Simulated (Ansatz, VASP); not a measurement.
**One calculation of Sr, two programs**

```
Sr
1.0
    -2.61900    2.61900    2.42500
     2.61900   -2.61900    2.42500
     2.61900    2.61900   -2.42500
Sr
1
Direct
  0.00000 0.00000 0.00000
```

Change from the starting cell: strain +0.080 along x and y, +0.000 along z, atoms carried along.

Alike in both runs: task single point; functional r2SCAN; k mesh 14 × 14 × 14; occupations gaussian, width 0.15 eV; no spin polarisation.

|  | VASP | Ansatz |
| --- | --- | --- |
| version | VASP 6.6.1 | Ansatz 0.2.0 |
| potentials or method | VASP PAW PBE potentials, release 64 (Sr_sv), cutoff 520 eV | scalar-relativistic, plane waves, PAW |
| valence electrons in the cell | 10 | 10 |

|  | VASP | Ansatz | Ansatz less VASP |
| --- | --- | --- | --- |
| gap on the k mesh at the Fermi level (eV) | none | none | - |
| pressure (GPa) | -1.5 | -1.5 | 0.00 |
| traceless stress, the component that is largest in VASP (GPa) | 0.08 | 0.08 | 0.000 |

VASP's potentials were made for PBE, not for r2SCAN. A gap of «none» marks a metal or a gap that the smearing closes. The functional is the same, so the differences come from potentials, cutoffs and numerics.
